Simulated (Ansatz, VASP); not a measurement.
# GaN in VASP and in Ansatz

Contents of POSCAR:

```
GaN
1.0
    3.1831495813      0.0000000000      0.0000000000
   -1.5915747906      2.7566884014      0.0000000000
    0.0000000000      0.0000000000      5.2810776885
Ga N
2 2
Direct
    0.3333333333      0.6666666667      0.0004414229
    0.6666666667      0.3333333333      0.5004414229
    0.3333333333      0.6666666667      0.3745585771
    0.6666666667      0.3333333333      0.8745585771
```

File INCAR.step1:

```
PREC = Accurate
ENCUT = 520
ISMEAR = 0
SIGMA = 0.01
LREAL = F
LASPH = T
NELM = 80
NBANDS = 26
GGA = PE
ALGO = Normal
EDIFF = 1E-4
LWAVE = T
LCHARG = F
```

File INCAR.step2:

```
PREC = Accurate
ENCUT = 520
EDIFF = 1E-7
ISMEAR = 0
SIGMA = 0.01
LREAL = F
LASPH = T
NELM = 80
ALGO = Normal
ISIF = 2
LWAVE = F
LCHARG = F
METAGGA = R2SCAN
LMIXTAU = T
NBANDS = 26
ISTART = 1
```

File KPOINTS:

```
Automatic mesh
0
Gamma
  12 12 6
```

Input for Ansatz:

```yaml
crystal:
  lattice:
    - [3.1831495813, 0.0, 0.0]
    - [-1.5915747906, 2.7566884014, 0.0]
    - [0.0, 0.0, 5.2810776885]
  atoms:
    - { symbol: Ga, position: [0.3333333333, 0.6666666667, 0.0004414229] }
    - { symbol: Ga, position: [0.6666666667, 0.3333333333, 0.5004414229] }
    - { symbol: "N", position: [0.3333333333, 0.6666666667, 0.3745585771] }
    - { symbol: "N", position: [0.6666666667, 0.3333333333, 0.8745585771] }
kpoints:
  mp_grid: { grid: [12, 12, 6] }
  band_path:
    path:
      - [0.0, 0.0, 0.0]
      - [0.5, 0.0, 0.0]
      - [0.3333333333, 0.3333333333, 0.0]
      - [0.0, 0.0, 0.5]
      - [0.5, 0.0, 0.5]
      - [0.3333333333, 0.3333333333, 0.5]
    npoints: 1
hamiltonian:
  xc: r2scan
scf:
  occupations: { method: fixed }
  n_extra_bands: 5
output:
  forces: true
  stress: true
  eigenvalues: true
```

Change from the starting cell: uniaxial_z strain +1.9%.

Alike in both runs: task single point; functional r2SCAN; k mesh 12 × 12 × 6; no spin polarisation.

```csv
,VASP,Ansatz
version,VASP 6.6.1,Ansatz 0.2.0
potentials or method,"VASP PAW PBE potentials, release 64 (Ga_d, N)","plane waves, PAW"
plane-wave cutoff (eV),520,500
occupations,"gaussian, width 0.01 eV",fixed
valence electrons in the cell,36,36
```

|  | VASP | Ansatz | Ansatz less VASP |
| --- | --- | --- | --- |
| gap on the k mesh at the Fermi level (eV) | 2.14 | 2.15 | +0.007 |
| pressure (GPa) | -2.5 | -3.5 | -1.06 |
| traceless stress, the component that is largest in VASP (GPa) | -3.88 | -3.78 | +0.096 |
| rms of the force components (eV/Å) | 0.006 | 0.001 | -0.0045 |

VASP's potentials were made for PBE, not for r2SCAN. Atom by atom the forces differ by 0.007 eV/Å (rms over components).
